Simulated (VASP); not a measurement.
Wanted: the native input for a VASP 6.6.1 run.

* Task: single point
* Functional: PBE
* Potentials or basis: VASP PAW PBE potentials, release 64 (Al, N)
* Cutoff: 520 eV
* k mesh: 5 × 5 × 1
* Occupations: gaussian, width 0.1 eV
* Spin: no spin polarisation
* Dipole correction: yes
* Further INCAR settings: ALGO = Normal; EDIFF = 1e-06; NBANDS = 36

The structure of Al6N lies in POSCAR:

```
Al6N
1.0
    5.7143028096      0.0000000000      0.0000000000
    0.0000000000      5.7143028096      0.0000000000
    0.0000000000      0.0000000000     22.1750227687
Al N
12 2
Direct
    0.2500000000      0.2500000000      0.1803831293
    0.2500000000      0.7500000000      0.1803831293
    0.7500000000      0.2500000000      0.1803831293
    0.7500000000      0.7500000000      0.1803831293
    0.0000000000      0.0000000000      0.2744094920
    0.0000000000      0.5000000000      0.2744094920
    0.5000000000      0.0000000000      0.2744094920
    0.5000000000      0.5000000000      0.2744094920
    0.2500000000      0.2500000000      0.3686590473
    0.2500000000      0.7500000000      0.3686590473
    0.7500000000      0.2500000000      0.3686590473
    0.7500000000      0.7500000000      0.3686590473
    0.2375007853      0.5000000000      0.4480276242
    0.7624992147      0.5000000000      0.4480276242
```

One way to write it, as run:

INCAR

```
PREC = Accurate
ENCUT = 520
EDIFF = 1E-6
ISMEAR = 0
SIGMA = 0.1
LREAL = False
LASPH = True
NELM = 100
ALGO = Normal
ISIF = 2
LWAVE = False
LCHARG = False
LDIPOL = True
IDIPOL = 3
DIPOL = 0.5 0.5 0.299
GGA = PE
NBANDS = 36
```

KPOINTS

```
Automatic mesh
0
Gamma
  5 5 1
```

Potentials or basis: VASP PAW PBE potentials, release 64 (Al, N).

The run is started by

```sh
$ cat potpaw_PBE.64/Al/POTCAR potpaw_PBE.64/N/POTCAR > POTCAR
$ mpirun -np 1 vasp_std > vasp.out
```

It gave:

```yaml
Largest_force: 3.892 eV/Å
Band_gap_on_the_k_mesh: zero (bands 23 and 24 overlap by 0.35 eV)
```

Wall time 9.7 min on 1 thread of Intel(R) Xeon(R) Platinum 8259CL CPU @ 2.50GHz (Skylake/Cascade Lake), on a shared host, peak memory 0.69 GiB.
